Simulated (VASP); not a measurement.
# Zr: electric field gradients with PBE

Crystal: Zr.

```xyz
2
Lattice="3.3290 0.0000 0.0000 -1.6645 2.8830 0.0000 0.0000 0.0000 5.1470" Properties=species:S:1:pos:R:3 pbc="T T T"
Zr    0.0000    1.9220    1.2868
Zr    1.6645    0.9610    3.8603
```

This cell differs from its parent crystal: x and y stretched by +3 %, z held.

* Program: VASP 6.6.1
* Task: electric field gradients
* Functional: PBE
* Potentials or basis: VASP PAW PBE potentials, release 64 (Zr_sv)
* Cutoff: 520 eV
* k mesh: 13 × 13 × 7
* Occupations: fermi-dirac, width 0.03 eV
* Spin: no spin polarisation
* Dipole correction: no
* Further INCAR settings: ALGO = Normal; EDIFF = 1e-08; NBANDS = 19

The pressure is -4.5 GPa, the band gap on the k mesh is zero (bands 12 and 13 overlap by 1.13 eV) and the largest electric field gradient by atom is Zr +47.5 V/Å².

Stress tensor (GPa, compression positive):
```
-5.42  0.00  0.00
 0.00 -5.42  0.00
 0.00  0.00 -2.66
```

Levels at points of the mesh, in eV from the Fermi level:
```
           k point  band 8  band 9  band 10  band 11  band 12  band 13  band 14  band 15  band 16  band 17
(0.00, 0.00, 0.00)  -26.58   -5.58    -2.89     0.77     0.77     1.16     1.18     1.47     1.47     1.80
```

Electric field gradients, principal values (V/Å²):
| atom | least | middle | greatest (by size) |
| --- | --- | --- | --- |
| 1 Zr | -23.728 | -23.728 | 47.456 |
| 2 Zr | -23.728 | -23.728 | 47.456 |

It took 34 s on 1 thread of Intel(R) Xeon(R) 6975P-C (Granite Rapids), with other jobs on the host, peak memory 0.21 GiB.

Caveat: the cell differs from its parent crystal (x and y stretched by +3 %, z held); the cell stands under tension; without QUAD_EFG the Cq values of the log hold for a quadrupole moment of 1 mb, not for the nuclei.
